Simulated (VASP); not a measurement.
A run of VASP 6.6.1 is set up as follows.

Contents of INCAR:

```
SYSTEM = Hf3N4
ALGO     = Normal         ! electronic algorithm
EDIFF    = 1E-7           ! SCF threshold, eV
EDIFFG   = -0.02          ! ionic threshold
ENCUT    = 520            ! plane-wave cutoff, eV
GGA      = PE             ! functional
GGA_COMPAT= .False.      
IBRION   = 2              ! ionic algorithm
ISIF     = 2              ! what is computed and relaxed
ISMEAR   = -1             ! smearing method
KPAR     = 4            
LASPH    = .True.         ! aspherical terms in the spheres
LCHARG   = .False.        ! write CHGCAR
LREAL    = .False.        ! projectors in reciprocal space
LWAVE    = .False.        ! write WAVECAR
NELM     = 120            ! most SCF steps
NELMIN   = 4            
NSW      = 80             ! ionic steps
PREC     = Accurate       ! precision mode
SIGMA    = 0.02           ! smearing width, eV
```

File KPOINTS:

```
k-points
0
Gamma
  6 6 6
  0 0 0
```

The input POSCAR:

```
Hf3N4
1.0
   -3.3505000000      3.3505000000      3.3505000000
    3.3505000000     -3.3505000000      3.3505000000
    3.3505000000      3.3505000000     -3.3505000000
Hf N
6 8
Direct
    0.2500000000      0.6250000000      0.3750000000
    0.3750000000      0.2500000000      0.6250000000
    0.7500000000      0.8750000000      0.1250000000
    0.1250000000      0.7500000000      0.8750000000
    0.6250000000      0.3750000000      0.2500000000
    0.8750000000      0.1250000000      0.7500000000
    0.1260000000      0.1260000000      0.1260000000
    0.8740000000      0.5000000000      0.0000000000
    0.5000000000      0.0000000000      0.3740000000
    0.0000000000      0.8740000000      0.5000000000
    0.3740000000      0.5000000000      0.0000000000
    0.6260000000      0.6260000000      0.6260000000
    0.0000000000      0.3740000000      0.5000000000
    0.5000000000      0.0000000000      0.8740000000
```

Potentials or basis: VASP PAW PBE potentials, release 64 (Hf_pv, N).

Command:

```console
$ cat potpaw_PBE.64/Hf_pv/POTCAR potpaw_PBE.64/N/POTCAR > POTCAR
$ mpirun -np 4 vasp_std > vasp.out
```

(1) Estimate the band gap on the k mesh.

(2) What does it give for the energy gained by relaxing?

Answers

(1) 1.04 eV.

(2) 3.7 meV/atom.

Caveat: spin-orbit coupling is left out, which moves the levels of the heavy elements.
